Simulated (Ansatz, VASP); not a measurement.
# Al6H in VASP and in Ansatz

The input INCAR:

```
PREC = Accurate ; ENCUT = 520
EDIFF = 1E-7 ; ISMEAR = 0
SIGMA = 0.1 ; LREAL = F
LASPH = T ; NELM = 80
ALGO = Normal ; ISIF = 2
LWAVE = F ; LCHARG = F
LDIPOL = T ; IDIPOL = 3
DIPOL = 0.5 0.5 0.299 ; GGA = PE
NBANDS = 32
```

Contents of KPOINTS:

```
Automatic mesh
0
Gamma
  5 5 1
```

The input POSCAR:

```
Al6H
1.0
    5.7135165837      0.0000000000      0.0000000000
    0.0000000000      5.7135165837      0.0000000000
    0.0000000000      0.0000000000     22.1746954317
Al H
12 2
Direct
    0.2500000000      0.2500000000      0.1803857921
    0.2500000000      0.7500000000      0.1803857921
    0.7500000000      0.2500000000      0.1803857921
    0.7500000000      0.7500000000      0.1803857921
    0.0000000000      0.0000000000      0.2744050922
    0.0000000000      0.5000000000      0.2744050922
    0.5000000000      0.0000000000      0.2744050922
    0.5000000000      0.5000000000      0.2744050922
    0.2500000000      0.2500000000      0.3686497277
    0.2500000000      0.7500000000      0.3686497277
    0.7500000000      0.2500000000      0.3686497277
    0.7500000000      0.7500000000      0.3686497277
    0.2500000000      0.9343661658      0.4466665827
    0.2500000000      1.0656338342      0.4466665827
```

Input for Ansatz:

```yaml
crystal:
  lattice:
    - [5.7135165837, 0.0, 0.0]
    - [0.0, 5.7135165837, 0.0]
    - [0.0, 0.0, 22.1746954317]
  atoms:
    - { symbol: Al, position: [0.25, 0.25, 0.1803857921] }
    - { symbol: Al, position: [0.25, 0.75, 0.1803857921] }
    - { symbol: Al, position: [0.75, 0.25, 0.1803857921] }
    - { symbol: Al, position: [0.75, 0.75, 0.1803857921] }
    - { symbol: Al, position: [0.0, 0.0, 0.2744050922] }
    - { symbol: Al, position: [0.0, 0.5, 0.2744050922] }
    - { symbol: Al, position: [0.5, 0.0, 0.2744050922] }
    - { symbol: Al, position: [0.5, 0.5, 0.2744050922] }
    - { symbol: Al, position: [0.25, 0.25, 0.3686497277] }
    - { symbol: Al, position: [0.25, 0.75, 0.3686497277] }
    - { symbol: Al, position: [0.75, 0.25, 0.3686497277] }
    - { symbol: Al, position: [0.75, 0.75, 0.3686497277] }
    - { symbol: H, position: [0.25, 0.9343661658, 0.4466665827] }
    - { symbol: H, position: [0.25, 1.0656338342, 0.4466665827] }
basis:
  ecutwfc: 420
kpoints:
  mp_grid: { grid: [5, 5, 1] }
hamiltonian:
  xc: pbe
  pseudopotentials: { kind: paw, azcp: { folder: soft_1 } }
scf:
  occupations: { method: gaussian, width: 0.1 }
output:
  forces: true
  eigenvalues: true
efield:
  axis: 3
  dipole_correction: true
  ramp_width: 0.04
```

Alike in both runs: task single point; functional PBE; k mesh 5 × 5 × 1; occupations gaussian, width 0.1 eV; no spin polarisation.

|  | VASP | Ansatz |
| --- | --- | --- |
| version | VASP 6.6.1 | Ansatz 0.2.0 |
| potentials or method | VASP PAW PBE potentials, release 64 (Al, H), cutoff 520 eV | scalar-relativistic, plane waves, PAW |
| valence electrons in the cell | 38 | 38 |

|  | VASP | Ansatz | Ansatz less VASP |
| --- | --- | --- | --- |
| gap on the k mesh at the Fermi level (eV) | none | none | - |
| rms of the force components (eV/Å) | 0.384 | 0.387 | +0.0033 |

Atom by atom the forces differ by 0.005 eV/Å (rms over components). A gap of «none» marks a metal or a gap that the smearing closes. With one functional, cell and mesh, what is left measures potentials, basis and numerics.
